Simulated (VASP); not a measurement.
HgTe: single point with PBE0

The system is HgTe.

```
CELL_PARAMETERS angstrom
0.00000 3.14888 3.14888
3.14888 0.00000 3.14888
3.14888 3.14888 0.00000
ATOMIC_POSITIONS crystal
Hg 0.00000 0.00000 0.00000
Te 0.75000 0.75000 0.75000
```

```yaml
Program: VASP 6.6.1
Task: single point
Functional: PBE0
Potentials_or_basis: VASP PAW PBE potentials, release 64 (Hg, Te)
Cutoff: 520 eV
k_mesh: 4 × 4 × 4
Occupations: fermi-dirac, width 0.05 eV
Spin: no spin polarisation
Dipole_correction: no
Grid_for_exact_exchange_PRECFOCK: Normal
Further_INCAR_settings: ALGO = Normal; EDIFF = 1e-07; NBANDS = 16
Share_of_exact_exchange: 0.25
```

| Property | Result |
| --- | --- |
| Pressure | 7.0 GPa |
| Band gap on the k mesh | 0.87 eV |

Levels at points of the mesh, in eV from the valence-band top:
```tsv
k point	band 6	band 7	band 8	band 9	band 10	band 11	band 12	band 13
(0.00, 0.00, 0.00)	-8.37	0.00	0.00	0.00	0.87	5.55	5.55	5.55
(0.50, 0.00, 0.00)	-7.93	-6.57	-1.27	-1.27	2.10	6.46	6.46	8.35
(0.50, 0.50, 0.00)	-7.73	-6.42	-2.88	-2.88	3.25	3.56	10.38	11.14
```

It took 40 min on 1 thread of Intel(R) Xeon(R) Platinum 8259CL CPU @ 2.50GHz (Skylake/Cascade Lake), on a shared host, peak memory 0.21 GiB.

Caveat: the k points lie up to 0.43 Å⁻¹ apart; the PAW data sets were made with another functional, which shifts forces and pressure a little; spin-orbit coupling is left out, which moves the levels of the heavy elements.
